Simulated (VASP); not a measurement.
Input of a VASP 6.6.1 run:

Contents of INCAR:

```
SYSTEM = In3As
PREC = Accurate ; ENCUT = 520
EDIFF = 1E-7 ; ISMEAR = 0
SIGMA = 0.1 ; LREAL = .False.
LASPH = .True. ; NELM = 100
ALGO = Fast ; ISIF = 2
LWAVE = .False. ; LCHARG = .False.
GGA = PS ; IVDW = 12
NBANDS = 30
```

File KPOINTS:

```
Automatic mesh
0
Gamma
  10 10 10
  0 0 0
```

File POSCAR:

```
In3As
1.0
    4.5024438172      0.0000000000      0.0000000000
    0.0000000000      4.5024438172      0.0000000000
    0.0000000000      0.0000000000      4.5024438172
In As
3 1
Direct
    0.0000000000      0.5000000000      0.5000000000
    0.5000000000      0.0000000000      0.5000000000
    0.5000000000      0.5000000000      0.0000000000
    0.0000000000      0.0000000000      0.0000000000
```

Potentials or basis: VASP PAW PBE potentials, release 64 (In_d, As).

The run is started by

```bash
$ cat potpaw_PBE.64/In_d/POTCAR potpaw_PBE.64/As/POTCAR > POTCAR
$ mpirun -np 1 vasp_std > vasp.out
```

**Question.** Estimate the pressure.

**Answer.** 0.0 GPa.

**Question.** What does it give for the band gap on the k mesh?

**Answer.** Zero (band 22 reaches 8.44 eV, above the bottom of band 23 at 3.90 eV).

**Question.** What does it give for the dispersion energy per atom?

**Answer.** -0.397 eV.

Caveat: the PAW data sets were made with another functional, which shifts forces and pressure a little; spin-orbit coupling is left out, which moves the levels of the heavy elements; pairwise dispersion overbinds metals, which lowers pressure and volume.
